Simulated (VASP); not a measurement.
Set up this calculation in VASP 6.6.1, as the native input.

```yaml
Task: single point
Functional: PBE
Dispersion: D3(BJ)
Potentials_or_basis: VASP PAW PBE potentials, release 64 (Ge_d)
Cutoff: 520 eV
k_mesh: 9 × 9 × 1
Occupations: gaussian, width 0.1 eV
Spin: no spin polarisation
Dipole_correction: yes
Further_INCAR_settings: ALGO = Normal; EDIFF = 1e-06; NBANDS = 36
```

The structure of Ge lies in POSCAR:

```
Ge
1.0
    4.0226895311      0.0000000000      0.0000000000
   -2.0113447656      3.4837513255      0.0000000000
    0.0000000000      0.0000000000     18.8685220517
Ge
4
Direct
    0.3333333333      0.6666666667      0.2747571332
    0.6666666667      0.3333333333      0.2384924472
    0.7777777778      0.5555555556      0.5150653573
    0.4444444444      0.8888888889      0.4788006714
```

This cell differs from its parent crystal: layers slid over each other.

These files were run (other wordings do the same):

INCAR

```
  PREC = Accurate
  ENCUT = 520
  EDIFF = 1E-6
  ISMEAR = 0
  SIGMA = 0.1
  LREAL = F
  LASPH = T
  NELM = 80
  ALGO = Normal
  ISIF = 2
  LWAVE = F
  LCHARG = F
  LDIPOL = T
  IDIPOL = 3
  DIPOL = 0.5 0.5 0.377
  GGA = PE
  IVDW = 12
  NBANDS = 36
```

KPOINTS

```
regular mesh
0
Gamma
  9 9 1
```

Potentials or basis: VASP PAW PBE potentials, release 64 (Ge_d).

The run is started by

```bash
$ cat potpaw_PBE.64/Ge_d/POTCAR > POTCAR
$ mpirun -np 1 vasp_std > vasp.out
```

Results of the run:

The largest force is 0.177 eV/Å and the band gap on the k mesh is 0.38 eV. The dispersion energy per atom is -0.201 eV.

Caveat: the cell differs from its parent crystal (layers slid over each other).

It took 3.7 min on 1 thread of Intel(R) Xeon(R) Platinum 8488C (Sapphire Rapids) (shared host), peak memory 0.44 GiB.
